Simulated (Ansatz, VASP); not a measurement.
## One calculation of W, two programs

Contents of INCAR:

```
SYSTEM = W
  ALGO = Normal
  EDIFF = 1E-8
  ENCUT = 520
  GGA = PE
  ISIF = 2
  ISMEAR = -1
  LASPH = .TRUE.
  LCHARG = .FALSE.
  LEFG = .TRUE.
  LREAL = .FALSE.
  LWAVE = .FALSE.
  NBANDS = 13
  NELM = 100
  PREC = Accurate
  SIGMA = 0.05
```

Contents of KPOINTS:

```
k-points
0
G
  14 14 14
  0 0 0
```

The input POSCAR:

```
W
1.0
    0.0000000000      2.0367442356      2.0367442356
    2.0367442356      0.0000000000      2.0367442356
    2.0367442356      2.0367442356      0.0000000000
W
1
Direct
    0.0000000000      0.0000000000      0.0000000000
```

Input for Ansatz:

```yaml
crystal:
  lattice:
    - [0.0, 2.0367442356, 2.0367442356]
    - [2.0367442356, 0.0, 2.0367442356]
    - [2.0367442356, 2.0367442356, 0.0]
  atoms:
    - { symbol: W, position: [0.0, 0.0, 0.0] }
kpoints:
  mp_grid: { grid: [14, 14, 14] }
scf:
  occupations: { method: fermi_dirac, width: 0.05 }
hamiltonian:
  xc: pbe
  pseudopotentials: { kind: all_electron, datasets: crystal }
output:
  forces: true
  stress: true
  eigenvalues: true
  efg: { contact_densities: true }
```

Change from the starting cell: volume scaled by 1.01, crystal datasets.

Alike in both runs: task electric field gradients; functional PBE; k mesh 14 × 14 × 14; occupations fermi-dirac, width 0.05 eV; no spin polarisation.

|  | VASP | Ansatz |
| --- | --- | --- |
| version | VASP 6.6.1 | Ansatz 0.2.0 |
| potentials or method | VASP PAW PBE potentials, release 64 (W_sv), cutoff 520 eV | all-electron PAW with datasets made for the crystal, scalar-relativistic |

VASP gave:

```
pressure (GPa) : -6.9
```

What did Ansatz give for the same quantities?

Pressure (GPa): -7.1.

Ansatz ran all-electron here, and VASP with PAW potentials.

Neither program's run includes spin-orbit coupling.
